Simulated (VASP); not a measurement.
# LuH2 (Fm-3m) in VASP: notebook, part 2 of 4

VASP 6.6.1. Earlier steps stand in the parts before.

### 3 Relaxation of cell and atoms, PBEsol

The input, INCAR:

```
PREC = Accurate ; ENCUT = 600
EDIFF = 1E-6 ; ISMEAR = -1
SIGMA = 0.15 ; LREAL = F
LASPH = T ; NELM = 100
ALGO = Normal ; ISIF = 3
LWAVE = F ; LCHARG = F
GGA = PS ; IBRION = 2
NSW = 80 ; EDIFFG = -0.001
```

The input, KPOINTS:

```
regular mesh
0
Gamma
  14 14 14
```

The input, POSCAR:

```
LuH2
1.0
    0.0000000000      2.4793084049      2.4793084049
    2.4793084049      0.0000000000      2.4793084049
    2.4793084049      2.4793084049      0.0000000000
Lu H
1 2
Direct
    0.0000000000      0.0000000000      0.0000000000
    0.2500000000      0.2500000000      0.2500000000
    0.7500000000      0.7500000000      0.7500000000
```

Potentials or basis: VASP PAW PBE potentials, release 64 (Lu, H).

Command:

```bash
$ cat potpaw_PBE.64/Lu/POTCAR potpaw_PBE.64/H/POTCAR > POTCAR
$ mpirun -np 1 vasp_std > vasp.out
```

OUTCAR:

```text
PREC = Accurate
   ENCUT = 600
   EDIFF = 1E-6
   ISMEAR = -1
   LREAL = F
   LASPH = T
   NELM = 100
   ISIF = 3
   GGA = PS
   IBRION = 2
   NSW = 80
   EDIFFG = -0.001

 ion  position               nearest neighbor table
   1  0.000  0.000  0.000-   3 2.15   3 2.15   3 2.15   2 2.15   3 2.15   2 2.15   2 2.15   2 2.15

   2  0.250  0.250  0.250-   1 2.15   1 2.15   1 2.15   1 2.15
   3  0.750  0.750  0.750-   1 2.15   1 2.15   1 2.15   1 2.15

  LATTYP: Found a face centered cubic cell.
 ALAT       =     4.9586168098

  Lattice vectors:

 A1 = (   0.0000000000,   2.4793084049,   2.4793084049)
 A2 = (   2.4793084049,   0.0000000000,   2.4793084049)
 A3 = (   2.4793084049,   2.4793084049,   0.0000000000)

Analysis of symmetry for initial positions (statically):
=====================================================================
 Subroutine PRICEL returns:
 Original cell was already a primitive cell.

 Routine SETGRP: Setting up the symmetry group for a
 face centered cubic supercell.

 Subroutine GETGRP returns: Found 48 space group operations
 (whereof 48 operations were pure point group operations)
 out of a pool of 48 trial point group operations.

The static configuration has the point symmetry O_h .

Analysis of symmetry for dynamics (positions and initial velocities):
=====================================================================
 Subroutine PRICEL returns:
 Original cell was already a primitive cell.

 Routine SETGRP: Setting up the symmetry group for a
 face centered cubic supercell.

 Subroutine GETGRP returns: Found 48 space group operations
 (whereof 48 operations were pure point group operations)
 out of a pool of 48 trial point group operations.

The dynamic configuration has the point symmetry O_h .

 Subroutine INISYM returns: Found 48 space group operations
 (whereof 48 operations are pure point group operations),
 and found     1 'primitive' translations

----------------------------------------------------------------------------------------

                                     Primitive cell

  volume of cell :      30.4805

  direct lattice vectors                    reciprocal lattice vectors
     0.000000000  2.479308405  2.479308405    -0.201669142  0.201669142  0.201669142
     2.479308405  0.000000000  2.479308405     0.201669142 -0.201669142  0.201669142
     2.479308405  2.479308405  0.000000000     0.201669142  0.201669142 -0.201669142

  length of vectors
     3.506271572  3.506271572  3.506271572     0.349301201  0.349301201  0.349301201

  position of ions in fractional coordinates (direct lattice)
     0.000000000  0.000000000  0.000000000
     0.250000000  0.250000000  0.250000000
     0.750000000  0.750000000  0.750000000

  ion indices of the primitive-cell ions
   primitive index   ion index
                 1           1
                 2           2
                 3           3

----------------------------------------------------------------------------------------

 KPOINTS: regular mesh

[... 53 lines left out ...]
   dimension x,y,z NGXF=    56 NGYF=   56 NGZF=   56
   ions per type =               1   2
   NGX,Y,Z   is equivalent  to a cutoff of  13.28, 13.28, 13.28 a.u.
   NGXF,Y,Z  is equivalent  to a cutoff of  26.55, 26.55, 26.55 a.u.
 SYSTEM =  unknown system
   PREC   = accura    normal or accurate (medium, high low for compatibility)
   ISTART =      0    job   : 0-new  1-cont  2-samecut
   ICHARG =      2    charge: 1-file 2-atom 10-const
   ISPIN  =      1    spin polarized calculation?
   LNONCOLLINEAR =      F non collinear calculations
   LSORBIT =      F    spin-orbit coupling
   LASPH  =      T    aspherical Exc in radial PAW
   ENCUT  =  600.0 eV  44.10 Ry    6.64 a.u.   7.00  7.00  7.00*2*pi/ulx,y,z
   NELM   =    100;   NELMIN=  2; NELMDL= -5     # of ELM steps
   EDIFF  = 0.1E-05   stopping-criterion for ELM
   LREAL  =      F    real-space projection
   EDIFFG = -.1E-02   stopping-criterion for IOM
   NSW    =     80    number of steps for IOM
   IBRION =      2    ionic relax: 0-MD 1-quasi-New 2-CG
   NFREE  =      1    steps in history (QN), initial steepest desc. (CG)
   ISIF   =      3    stress and relaxation
   ISYM   =      2    0-nonsym 1-usesym 2-fastsym
   POTIM  = 0.5000    time-step for ionic-motion
   TEBEG  =    0.0;   TEEND  =   0.0 temperature during run
   PSTRESS=    0.0 pullay stress
   NELECT =      27.0000    total number of electrons
   NUPDOWN=      -1.0000    fix difference up-down
   EMIN   =  10.00;   EMAX   =-10.00  energy-range for DOS
   EFERMI =   0.00;   METHOD = LEGACY
   ISMEAR =    -1;   SIGMA  =   0.15  broadening in eV -4-tet -1-fermi 0-gaus
   EFERMI_NEDOS =   21; number of points for ismear=-14 and -15
   IALGO  =     38    algorithm
   IMIX   =      4    mixing-type and parameters
     AMIX     =   0.40;   BMIX     =  1.00
     AMIX_MAG =   1.60;   BMIX_MAG =  1.00
  volume/ion in A,a.u.               =      10.16        68.56
  Fermi-wavevector in a.u.,A,eV,Ry     =   1.572252  2.971126 33.633287  2.471977
  Thomas-Fermi vector in A             =   2.673714
   LORBIT       =      0    0 simple, 1 ext, 2 COOP (PROOUT), +10 PAW based schemes
   GGA     = PS    functional components
   LHFCALC =     F    Hartree Fock is set to
   AEXX    =    0.0000 exact exchange contribution
   IVDW    =     0    specifies the selected vdW correction
   LEPSILON=     F    determine dielectric tensor
   LRPA    =     F    only Hartree local field effects (RPA)
 conjugate gradient relaxation of ions
 non-spin polarized calculation
  energy-cutoff  :      600.00
  volume of cell :       30.48
 maximum number of plane-waves:      1034
   NGX = 13   NGY = 13   NGZ = 13

--------------------------------------- Ionic step        1  -------------------------------------------

 number of electron      26.9999997 magnetization

 Free energy of the ion-electron system (eV)
  ---------------------------------------------------
  ext. energy  EPLUGINS =         0.00000000
  ---------------------------------------------------
  free energy    TOTEN  =       -13.72247840 eV

  energy without entropy =      -13.67967000  energy(sigma->0) =      -13.70107420

------------------------ aborting loop because EDIFF is reached ----------------------------------------

  FORCE on cell =-STRESS in cart. coord.  units (eV):
  Direction    XX          YY          ZZ          XY          YZ          ZX
  --------------------------------------------------------------------------------------
  -------------------------------------------------------------------------------------
  Total        0.0931941      0.0931941      0.0931941      0.0000000      0.0000000     -0.0000000
  in kB        4.8986609      4.8986609      4.8986609      0.0000000      0.0000000     -0.0000000
  external PRESSURE =       4.8986609 kB  Pullay stress =       0.0000000 kB
[... 92 lines left out ...]
  FREE ENERGIE OF THE ION-ELECTRON SYSTEM (eV)
  ---------------------------------------------------
  free  energy   TOTEN  =       -13.7226922768 eV

  energy  without entropy=      -13.6797360600  energy(sigma->0) =      -13.70121417

[... ionic steps 4 to 10 ...]

--------------------------------------- Ionic step       11  -------------------------------------------

 number of electron      26.9999997 magnetization

------------------------ aborting loop because EDIFF is reached ----------------------------------------
[... 69 lines left out ...]
--------------------------------------- Ionic step       13  -------------------------------------------

 number of electron      26.9999997 magnetization

 Free energy of the ion-electron system (eV)
  ---------------------------------------------------
  ext. energy  EPLUGINS =         0.00000000
  ---------------------------------------------------
  free energy    TOTEN  =       -13.72269456 eV

  energy without entropy =      -13.67974383  energy(sigma->0) =      -13.70121920

 E-fermi :   2.6641     XC(G=0): -11.3843

 val. band max:        2.5965869270   @ k =  -0.3571   0.2143   0.0000
 cond. band min:       2.6756993825   @ k =   0.4286   0.2143   0.0000
 fundamental gap:      0.0791124555
 Fermi energy:         2.6641178236

 k-point     1 :       0.0000    0.0000    0.0000
  band No.  band energies     occupation
      1     -53.3461      2.00000
      2     -23.8459      2.00000
      3     -23.8459      2.00000
      4     -23.8459      2.00000
      5      -6.7659      2.00000
      6      -2.4707      2.00000
[... 457 lines left out ...]
      4     -23.9080      2.00000
      5      -5.1199      2.00000
      6      -2.4999      2.00000
[... 9 lines left out ...]
     16       5.7344      0.00000
     17       7.6772      0.00000

 [... further k-points ...]
[... 5 lines left out ...]
  --------------------------------------------------------------------------------------
  -------------------------------------------------------------------------------------
  Total        0.0017782      0.0017782      0.0017782      0.0000000     -0.0000000      0.0000000
  in kB        0.0929776      0.0929776      0.0929776      0.0000000     -0.0000000      0.0000000
  external PRESSURE =       0.0929776 kB  Pullay stress =       0.0000000 kB
[... 18 lines left out ...]
  FREE ENERGIE OF THE ION-ELECTRON SYSTEM (eV)
  ---------------------------------------------------
  free  energy   TOTEN  =       -13.7226945600 eV

  energy  without entropy=      -13.6797438344  energy(sigma->0) =      -13.70121920

 reached required accuracy - stopping structural energy minimisation
```

OSZICAR:

```text
N       E                     dE             d eps       ncg     rms          rms(c)
DAV:   1     0.946366881113E+02    0.94637E+02   -0.12331E+04  4344   0.569E+03
DAV:   2    -0.801918204876E+01   -0.10266E+03   -0.10097E+03  3620   0.383E+02
[... 99 lines left out ...]
DAV:   1    -0.137230934538E+02   -0.39667E-03   -0.43760E-03  5845   0.150E+00    0.147E-01
DAV:   2    -0.137227124629E+02    0.38099E-03   -0.11999E-03  6373   0.126E+00    0.426E-02
DAV:   3    -0.137226791750E+02    0.33288E-04   -0.17232E-04  5504   0.108E-01    0.968E-03
DAV:   4    -0.137226867533E+02   -0.75783E-05   -0.21273E-05  6412   0.844E-02    0.880E-03
DAV:   5    -0.137226945026E+02   -0.77494E-05   -0.18085E-05  5742   0.491E-02    0.229E-03
DAV:   6    -0.137226945600E+02   -0.57385E-07   -0.55089E-07  2764   0.119E-02
  13 F= -.13722695E+02 E0= -.13701219E+02  d E =0.175593E-05
```

CONTCAR:

```text
LuH2
   1.00000000000000
     0.0000000000000000    2.4836781190408654    2.4836781190408654
     2.4836781190408654    0.0000000000000000    2.4836781190408654
     2.4836781190408654    2.4836781190408654   -0.0000000000000000
  Lu              H
     1     2
Direct
     0.0000000000000000    0.0000000000000000    0.0000000000000000
     0.2500000000000000    0.2500000000000000    0.2500000000000000
     0.7500000000000000    0.7500000000000000    0.7500000000000000

  0.00000000E+00  0.00000000E+00  0.00000000E+00
  0.00000000E+00  0.00000000E+00  0.00000000E+00
  0.00000000E+00  0.00000000E+00  0.00000000E+00
```

It took 3.6 min on 1 thread of Intel Xeon 6975P-C (Granite Rapids), shared host; peak memory 0.22 GiB.

Results:

```yaml
Free_energy: -13.7227 eV
Relaxed_volume: 10.21 Å³/atom
Relaxed_cell: a = 3.512 Å, b = 3.512 Å, c = 3.512 Å, α = 60.00°, β = 60.00°, γ = 60.00°
Space_group_after_relaxing_to_0.05_Å: Fm-3m (No. 225)
Energy_gained_by_relaxing: 0.1 meV/atom
Ionic_steps: 13
Pressure_after_relaxing: 0.0 GPa
```

The path:
| step | energy change (eV) | largest force (eV/Å) | pressure (GPa) | volume (Å³) |
| --- | --- | --- | --- | --- |
| 1 | 0.0000 | 0.0000 | 0.49 | 30.48 |
| 2 | -0.0002 | 0.0000 | 0.06 | 30.62 |
| 3 | -0.0002 | 0.0000 | 0.02 | 30.65 |
| 4 | -0.0002 | 0.0000 | -0.24 | 30.71 |
| 5 | -0.0002 | 0.0000 | -0.09 | 30.65 |
| 6 | -0.0002 | 0.0000 | -0.07 | 30.63 |
| 7 | -0.0002 | 0.0000 | 0.22 | 30.56 |
| 8 | -0.0002 | 0.0000 | 0.07 | 30.61 |
| 9 | -0.0002 | 0.0000 | 0.06 | 30.62 |
| 10 | -0.0002 | 0.0000 | 0.08 | 30.62 |
| 11 | -0.0002 | 0.0000 | -0.02 | 30.62 |
| 12 | -0.0002 | 0.0000 | 0.14 | 30.62 |
| 13 | -0.0002 | 0.0000 | 0.01 | 30.64 |

Final structure:
```cif
data_structure
_symmetry_space_group_name_H-M 'P 1'
_symmetry_Int_Tables_number 1
_cell_length_a 3.5125
_cell_length_b 3.5125
_cell_length_c 3.5125
_cell_angle_alpha 60.000
_cell_angle_beta 60.000
_cell_angle_gamma 60.000
_cell_volume 30.64
loop_
_atom_site_label
_atom_site_type_symbol
_atom_site_fract_x
_atom_site_fract_y
_atom_site_fract_z
_atom_site_occupancy
Lu1 Lu 0.00000 0.00000 0.00000 1
H1 H 0.25000 0.25000 0.25000 1
H2 H 0.75000 0.75000 0.75000 1
```

Caveat: the PAW data sets were made with another functional, which shifts forces and pressure a little; spin-orbit coupling is left out, which moves the levels of the heavy elements.

(Continued in part 3 of 4.)
